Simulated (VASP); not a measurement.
# Mg4H in VASP: further runs

Mg4H is run at these levels: PBEsol; tasks: relaxation of the atoms.

Program: VASP 6.6.1. These are calculated values, not measurements. Logs are shortened: lines on timing, memory, paths and dates and some standing lists are left out, and cuts for length are marked.

**1. The cell of the first run**

The cell holds a slab with vacuum, 5 atoms: a = 3.188 Å, b = 5.108 Å, c = 19.136 Å, α = 90.00°, β = 90.00°, γ = 90.00°.

**2. Relaxation of the atoms, PBEsol**

The input, INCAR:

```
SYSTEM = Mg4H
PREC     = Accurate       ! precision mode
ENCUT    = 520            ! plane-wave cutoff, eV
EDIFF    = 1E-7           ! SCF threshold, eV
ISMEAR   = 0              ! smearing method
SIGMA    = 0.1            ! smearing width, eV
LREAL    = .False.        ! projectors in reciprocal space
LASPH    = .True.         ! aspherical terms in the spheres
NELM     = 80             ! most SCF steps
ALGO     = Normal         ! electronic algorithm
ISIF     = 2              ! what is computed and relaxed
LWAVE    = .False.        ! write WAVECAR
LCHARG   = .False.        ! write CHGCAR
LDIPOL   = .True.       
IDIPOL   = 3            
DIPOL    = 0.5 0.5 0.334
GGA      = PS             ! functional
IBRION   = 2              ! ionic algorithm
NSW      = 36             ! ionic steps
EDIFFG   = -0.025         ! ionic threshold
```

The input, KPOINTS:

```
regular mesh
0
Gamma
  8 5 1
  0 0 0
```

The input, POSCAR:

```
Mg4H
1.0
    3.1881999939      0.0000000000      0.0000000000
    0.0000000000      5.1084658709      0.0000000000
    0.0000000000      0.0000000000     19.1358427726
Mg H
4 1
Selective dynamics
Direct
    0.0000000000      0.7500000000      0.2090318178  F F F
    0.5000000000      0.2500000000      0.2571276385  F F F
    0.5000000000      0.7500000000      0.3576109084  F F F
    0.0000000000      0.2500000000      0.3990335238  F F F
    0.1250000000      0.7500000000      0.4472001683  F F T
```

Potentials or basis: VASP PAW PBE potentials, release 64 (Mg, H).

Started as:

```console
> cat potpaw_PBE.64/Mg/POTCAR potpaw_PBE.64/H/POTCAR > POTCAR
> mpirun -np 1 vasp_std > vasp.out
```

OUTCAR:

```text
SYSTEM = Mg4H
   PREC = Accurate
   ENCUT = 520
   EDIFF = 1E-7
   ISMEAR = 0
   LREAL = .False.
   LASPH = .True.
   NELM = 80
   ISIF = 2
   GGA = PS
   IBRION = 2
   NSW = 36
   EDIFFG = -0.025

 ion  position               nearest neighbor table
   1  0.000  0.750  0.209-   2 3.15   2 3.15   2 3.15   2 3.15   3 3.26   3 3.26
   2  0.500  0.250  0.257-   1 3.15   1 3.15   1 3.15   1 3.15   4 3.15   4 3.15   3 3.20   3 3.20

   3  0.500  0.750  0.358-   5 2.09   4 3.11   4 3.11   4 3.11   4 3.11   2 3.20   2 3.20   1 3.26
                             1 3.26
   4  0.000  0.250  0.399-   3 3.11   3 3.11   3 3.11   3 3.11   2 3.15   2 3.15
   5  0.125  0.750  0.447-   3 2.09

  LATTYP: Found a simple orthorhombic cell.
 ALAT       =     3.1881999939
 B/A-ratio  =     1.6023040840
 C/A-ratio  =     6.0020835610

  Lattice vectors:

 A1 = (   3.1881999939,   0.0000000000,   0.0000000000)
 A2 = (   0.0000000000,   5.1084658709,   0.0000000000)
 A3 = (   0.0000000000,   0.0000000000,  19.1358427726)

Analysis of symmetry for initial positions (statically):
=====================================================================
 Subroutine PRICEL returns:
 Original cell was already a primitive cell.

 Routine SETGRP: Setting up the symmetry group for a
 simple orthorhombic supercell.

 Subroutine GETGRP returns: Found  2 space group operations
 (whereof  1 operations were pure point group operations)
 out of a pool of  8 trial point group operations.

The static configuration has the point symmetry C_1 .
 The point group associated with its full space group is C_1h.

Analysis of symmetry for dynamics (positions and initial velocities):
=====================================================================
 Subroutine PRICEL returns:
 Original cell was already a primitive cell.

 Routine SETGRP: Setting up the symmetry group for a
 simple orthorhombic supercell.

 Subroutine GETGRP returns: Found  2 space group operations
 (whereof  1 operations were pure point group operations)
 out of a pool of  8 trial point group operations.

The dynamic configuration has the point symmetry C_1 .
 The point group associated with its full space group is C_1h.

Analysis of constrained symmetry for selective dynamics:
=====================================================================
 Subroutine PRICEL returns:
 Original cell was already a primitive cell.

 Routine SETGRP: Setting up the symmetry group for a
 simple orthorhombic supercell.

 Subroutine GETGRP returns: Found  2 space group operations
 (whereof  1 operations were pure point group operations)
 out of a pool of  8 trial point group operations.

The constrained configuration has the point symmetry C_1 .
 The point group associated with its full space group is C_1h.

 Subroutine INISYM returns: Found  2 space group operations
 (whereof  1 operations are pure point group operations),
 and found     1 'primitive' translations

----------------------------------------------------------------------------------------

                                     Primitive cell

  volume of cell :     311.6619

  direct lattice vectors                    reciprocal lattice vectors
     3.188199994  0.000000000  0.000000000     0.313656609  0.000000000  0.000000000
     0.000000000  5.108465871  0.000000000     0.000000000  0.195753486  0.000000000
     0.000000000  0.000000000 19.135842773     0.000000000  0.000000000  0.052257954

  length of vectors
     3.188199994  5.108465871 19.135842773     0.313656609  0.195753486  0.052257954

  position of ions in fractional coordinates (direct lattice)
     0.000000000  0.750000000  0.209031818
     0.500000000  0.250000000  0.257127639
     0.500000000  0.750000000  0.357610908
     0.000000000  0.250000000  0.399033524
     0.125000000  0.750000000  0.447200168

  ion indices of the primitive-cell ions
   primitive index   ion index
                 1           1
                 2           2
                 3           3
                 4           4
                 5           5

----------------------------------------------------------------------------------------

 KPOINTS: regular mesh

Automatic generation of k-mesh.
 Grid dimensions read from file:
 generate k-points for:    8    5    1

 Generating k-lattice:
[... 25 lines left out ...]
  0.125000  0.200000  0.000000      4.000000
  0.250000  0.200000  0.000000      4.000000
  0.375000  0.200000  0.000000      4.000000
  0.500000  0.200000  0.000000      2.000000
  0.000000  0.400000  0.000000      2.000000
  0.125000  0.400000  0.000000      4.000000
  0.250000  0.400000  0.000000      4.000000
  0.375000  0.400000  0.000000      4.000000
  0.500000  0.400000  0.000000      2.000000
   k-points           NKPTS =     15   k-points in BZ     NKDIM =     15   number of bands    NBANDS=      8
   number of dos      NEDOS =    301   number of ions     NIONS =      5
   total plane-waves  NPLWV = 138240
   dimension x,y,z NGX =    24 NGY =   40 NGZ =  144
   dimension x,y,z NGXF=    48 NGYF=   80 NGZF=  288
   ions per type =               4   1
   NGX,Y,Z   is equivalent  to a cutoff of  12.51, 13.02, 12.51 a.u.
   NGXF,Y,Z  is equivalent  to a cutoff of  25.03, 26.03, 25.02 a.u.
 SYSTEM =  Mg4H
   PREC   = accura    normal or accurate (medium, high low for compatibility)
   ISTART =      0    job   : 0-new  1-cont  2-samecut
   ICHARG =      2    charge: 1-file 2-atom 10-const
   ISPIN  =      1    spin polarized calculation?
   LNONCOLLINEAR =      F non collinear calculations
   LSORBIT =      F    spin-orbit coupling
   LASPH  =      T    aspherical Exc in radial PAW
   ENCUT  =  520.0 eV  38.22 Ry    6.18 a.u.   5.93  9.50 35.58*2*pi/ulx,y,z
   NELM   =     80;   NELMIN=  2; NELMDL= -5     # of ELM steps
   EDIFF  = 0.1E-06   stopping-criterion for ELM
   LREAL  =      F    real-space projection
   EDIFFG = -.3E-01   stopping-criterion for IOM
   NSW    =     36    number of steps for IOM
   IBRION =      2    ionic relax: 0-MD 1-quasi-New 2-CG
   NFREE  =      1    steps in history (QN), initial steepest desc. (CG)
   ISIF   =      2    stress and relaxation
   ISYM   =      2    0-nonsym 1-usesym 2-fastsym
   POTIM  = 0.5000    time-step for ionic-motion
   TEBEG  =    0.0;   TEEND  =   0.0 temperature during run
   PSTRESS=    0.0 pullay stress
   NELECT =       9.0000    total number of electrons
   NUPDOWN=      -1.0000    fix difference up-down
   EMIN   =  10.00;   EMAX   =-10.00  energy-range for DOS
   EFERMI =   0.00;   METHOD = LEGACY
   ISMEAR =     0;   SIGMA  =   0.10  broadening in eV -4-tet -1-fermi 0-gaus
   EFERMI_NEDOS =   21; number of points for ismear=-14 and -15
   IALGO  =     38    algorithm
   IMIX   =      4    mixing-type and parameters
     AMIX     =   0.40;   BMIX     =  1.00
     AMIX_MAG =   1.60;   BMIX_MAG =  1.00
  volume/ion in A,a.u.               =      62.33       420.64
  Fermi-wavevector in a.u.,A,eV,Ry     =   0.502259  0.949132  3.432262  0.252264
  Thomas-Fermi vector in A             =   1.511186
   LORBIT       =      0    0 simple, 1 ext, 2 COOP (PROOUT), +10 PAW based schemes
   GGA     = PS    functional components
   LHFCALC =     F    Hartree Fock is set to
   AEXX    =    0.0000 exact exchange contribution
   IVDW    =     0    specifies the selected vdW correction
   LEPSILON=     F    determine dielectric tensor
   LRPA    =     F    only Hartree local field effects (RPA)
 conjugate gradient relaxation of ions
 non-spin polarized calculation
 Gauss-broadening in eV      SIGMA  =   0.10
  energy-cutoff  :      520.00
  volume of cell :      311.66
 maximum number of plane-waves:      8432
 NGX is ok and might be reduce to    24
   NGX = 11   NGY = 19   NGZ = 71

--------------------------------------- Ionic step        1  -------------------------------------------

 number of electron       9.0000000 magnetization

 Free energy of the ion-electron system (eV)
  ---------------------------------------------------
  ext. energy  EPLUGINS =         0.00000000
  ---------------------------------------------------
  free energy    TOTEN  =        -8.42707669 eV

  energy without entropy =       -8.42134518  energy(sigma->0) =       -8.42421094

------------------------ aborting loop because EDIFF is reached ----------------------------------------

  FORCE on cell =-STRESS in cart. coord.  units (eV):
  Direction    XX          YY          ZZ          XY          YZ          ZX
  --------------------------------------------------------------------------------------
  -------------------------------------------------------------------------------------
  Total       -1.8046486     -1.6918288     -1.9765713      0.0000000      0.0000000     -0.1987241
  in kB       -9.2772572     -8.6972777    -10.1610694      0.0000000      0.0000000     -1.0215919
  external PRESSURE =      -9.3785347 kB  Pullay stress =       0.0000000 kB
[... 98 lines left out ...]
  FREE ENERGIE OF THE ION-ELECTRON SYSTEM (eV)
  ---------------------------------------------------
  free  energy   TOTEN  =        -8.5411782660 eV

  energy  without entropy=       -8.5305137819  energy(sigma->0) =       -8.53584602

 dipolmoment           0.000000      0.000000      0.001285 electrons x Angstroem

--------------------------------------- Ionic step        4  -------------------------------------------

 number of electron       9.0000000 magnetization

------------------------ aborting loop because EDIFF is reached ----------------------------------------
[... 36 lines left out ...]
 number of electron       9.0000000 magnetization

------------------------ aborting loop because EDIFF is reached ----------------------------------------

 vacuum level on the upper side and lower side of the slab       (xc-potential included)        -0.068        -0.087

  FORCE on cell =-STRESS in cart. coord.  units (eV):
  Direction    XX          YY          ZZ          XY          YZ          ZX
  --------------------------------------------------------------------------------------
  -------------------------------------------------------------------------------------
  Total       -1.5941589     -1.3308937     -0.6009425      0.0000000      0.0000000     -0.8402465
  in kB       -8.1951807     -6.8417987     -3.0892982      0.0000000      0.0000000     -4.3195019
  external PRESSURE =      -6.0420926 kB  Pullay stress =       0.0000000 kB
[... 26 lines left out ...]
--------------------------------------- Ionic step        6  -------------------------------------------

 number of electron       9.0000000 magnetization

 dipolmoment           0.000000      0.000000     -0.002586 electrons x Angstroem

 Free energy of the ion-electron system (eV)
  ---------------------------------------------------
  ext. energy  EPLUGINS =         0.00000000
  ---------------------------------------------------
  free energy    TOTEN  =        -8.58993780 eV

  energy without entropy =       -8.57465855  energy(sigma->0) =       -8.58229817

 E-fermi :  -1.8156     XC(G=0):  -3.4523

 val. band max:       -1.8169955477   @ k =   0.2500   0.4000   0.0000
 cond. band min:      -1.8048089655   @ k =   0.2500   0.2000   0.0000
 fundamental gap:      0.0121865822
 Fermi energy:        -1.8156262393

 k-point     1 :       0.0000    0.0000    0.0000
  band No.  band energies     occupation
      1      -8.4237      2.00000
      2      -6.5874      2.00000
      3      -3.9068      2.00000
      4      -2.6910      2.00000
      5      -2.4249      2.00000
      6      -0.8587      0.00000
      7      -0.7496      0.00000
      8      -0.3623      0.00000
[... 144 lines left out ...]
 k-point    15 :       0.5000    0.4000    0.0000
  band No.  band energies     occupation
      1      -5.4921      2.00000
      2      -3.5120      2.00000
      3      -3.0161      2.00000
      4      -2.5651      2.00000
      5      -1.9281      1.88842
      6      -1.1795      0.00000
      7      -0.5655      0.00000
      8      -0.2020      0.00000

------------------------ aborting loop because EDIFF is reached ----------------------------------------

 vacuum level on the upper side and lower side of the slab       (xc-potential included)        -0.023         0.003

  FORCE on cell =-STRESS in cart. coord.  units (eV):
  Direction    XX          YY          ZZ          XY          YZ          ZX
  --------------------------------------------------------------------------------------
  -------------------------------------------------------------------------------------
  Total       -1.5744762     -1.3153945     -0.5563022      0.0000000      0.0000000     -0.8698497
  in kB       -8.0939970     -6.7621212     -2.8598137      0.0000000      0.0000000     -4.4716847
  external PRESSURE =      -5.9053106 kB  Pullay stress =       0.0000000 kB
[... 20 lines left out ...]
  FREE ENERGIE OF THE ION-ELECTRON SYSTEM (eV)
  ---------------------------------------------------
  free  energy   TOTEN  =        -8.5899378040 eV

  energy  without entropy=       -8.5746585451  energy(sigma->0) =       -8.58229817

 reached required accuracy - stopping structural energy minimisation

 vacuum level on the upper side and lower side of the slab         1.943         1.969
```

Wall time 6.5 min (1 thread of Intel Xeon 8259CL, shared host); peak memory 0.4 GiB.

What came out:

| Item | Value |
| --- | --- |
| Free energy | -8.5899 eV |
| Energy gained by relaxing | 32.6 meV/atom |
| Ionic steps | 6 |
| Band gap on the k mesh | zero (an odd number of electrons rules out a gap without spin polarisation) |

Step by step:
```
step  energy change (eV)  largest force on free atoms (eV/Å)  pressure (GPa)
   1              0.0000                              0.8541           -0.94
   2             -0.0337                              0.7785           -0.91
   3             -0.1141                              0.5127           -0.80
   4             -0.1552                              0.2327           -0.49
   5             -0.1627                              0.0345           -0.60
   6             -0.1629                              0.0018           -0.59
```

Final structure:
```cif
data_structure
_symmetry_space_group_name_H-M 'P 1'
_symmetry_Int_Tables_number 1
_cell_length_a 3.1882
_cell_length_b 5.1085
_cell_length_c 19.1358
_cell_angle_alpha 90.000
_cell_angle_beta 90.000
_cell_angle_gamma 90.000
_cell_volume 311.66
loop_
_atom_site_label
_atom_site_type_symbol
_atom_site_fract_x
_atom_site_fract_y
_atom_site_fract_z
_atom_site_occupancy
Mg1 Mg 0.00000 0.75000 0.20903 1
Mg2 Mg 0.50000 0.25000 0.25713 1
Mg3 Mg 0.50000 0.75000 0.35761 1
Mg4 Mg 0.00000 0.25000 0.39903 1
H1 H 0.12500 0.75000 0.42918 1
```

Caveat: the PAW data sets were made with another functional, which shifts forces and pressure a little.

(Continued in part 2 of 2.)
